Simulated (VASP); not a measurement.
A run of VASP 6.6.1 is set up as follows.

INCAR

```
SYSTEM = NaHF2
ALGO     = Normal         ! electronic algorithm
EDIFF    = 1E-6           ! SCF threshold, eV
ENCUT    = 970            ! plane-wave cutoff, eV
GGA      = PS             ! functional
GGA_COMPAT= .False.      
ISIF     = 2              ! what is computed and relaxed
ISMEAR   = 0              ! smearing method
LASPH    = .True.         ! aspherical terms in the spheres
LCHARG   = .False.        ! write CHGCAR
LREAL    = .False.        ! projectors in reciprocal space
LWAVE    = .False.        ! write WAVECAR
NBANDS   = 20             ! bands
NELM     = 120            ! most SCF steps
PREC     = Accurate       ! precision mode
SIGMA    = 0.05           ! smearing width, eV
```

KPOINTS

```
k-points
0
Gamma
  9 9 9
  0 0 0
```

Contents of POSCAR:

```
NaHF2
1.0
    1.8148674780      1.0478142270      4.4069271639
   -1.8148674780      1.0478142270      4.4069271639
    0.0000000000     -2.0956284539      4.4069271639
Na H F
1 1 2
Direct
    0.0000000000      0.0000000000      0.0000000000
    0.5000000000      0.5000000000      0.5000000000
    0.4100000000      0.4100000000      0.4100000000
    0.5900000000      0.5900000000      0.5900000000
```

Potentials or basis: VASP PAW PBE potentials, release 64 (Na_sv, H, F).

The run is started by

```bash
$ cat potpaw_PBE.64/Na_sv/POTCAR potpaw_PBE.64/H/POTCAR potpaw_PBE.64/F/POTCAR > POTCAR
$ mpirun -np 1 vasp_std > vasp.out
```

Estimate the band gap on the k mesh.

6.63 eV (least direct gap 6.77 eV).

Estimate the pressure.

-3.0 GPa.

Predict the largest force.

1.224 eV/Å.

Forces on the atoms (eV/Å):
```
Na   0.000  0.000  0.000
H    0.000  0.000  0.000
F    0.000  0.000  1.224
F    0.000  0.000 -1.224
```

Caveat: the cell differs from its parent crystal (strain +0.050 along x and y, -0.050 along z); the cell stands under tension; the PAW data sets were made with another functional, which shifts forces and pressure a little; an odd mesh through Γ misses points on the zone boundary, where band edges can lie.
